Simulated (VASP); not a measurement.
## AgCl: single point with PBE

Crystal: AgCl.

```xyz
4
Lattice="-2.7442 -0.0414 2.7774 2.7375 0.0118 2.7708 0.0532 5.4602 -0.0295" Properties=species:S:1:pos:R:3 pbc="T T T"
Ag    0.1097    5.4015    5.2599
Ag   -0.1456    2.8748    2.5298
Cl    2.5624    2.7219    2.8700
Cl   -0.0393    5.2619    2.9816
```

* Program: VASP 6.6.1
* Task: single point
* Functional: PBE
* Potentials or basis: VASP PAW PBE potentials, release 64 (Ag, Cl)
* Cutoff: 520 eV
* k mesh: 5 × 5 × 4, shifted
* Occupations: fermi-dirac, width 0.1 eV
* Spin: no spin polarisation
* Dipole correction: no
* Further INCAR settings: ALGO = Normal; EDIFF = 1e-06; NBANDS = 26

```json
{"Pressure": "8.1 GPa", "Largest force": "1.885 eV/Å", "Band gap on the k mesh": "1.81 eV, indirect (least direct gap 2.42 eV)"}
```

Forces on the atoms (eV/Å):
```
Ag  -0.054  0.285  1.731
Ag  -0.070 -0.860  0.521
Cl   0.072 -0.405 -0.643
Cl   0.051  0.980 -1.609
```

Stress tensor (GPa, compression positive):
```
 3.89 -0.03  1.15
-0.03  6.56  1.92
 1.15  1.92 13.95
```

Levels at points of the mesh, in eV from the valence-band top:
```tsv
k point	band 14	band 15	band 16	band 17	band 18	band 19	band 20	band 21	band 22	band 23
(0.10, 0.10, 0.12)	-1.91	-1.58	-1.29	-1.14	-0.63	1.85	3.12	7.25	8.18	9.53
```

Run time: 57 s on 1 thread of Intel(R) Xeon(R) Platinum 8375C CPU @ 2.90GHz (Ice Lake) (shared host), peak memory 0.23 GiB.

Caveat: forces of over 1 eV/Å act on the atoms, so gaps and moduli don't describe the material at rest. A k mesh can miss the band edges.
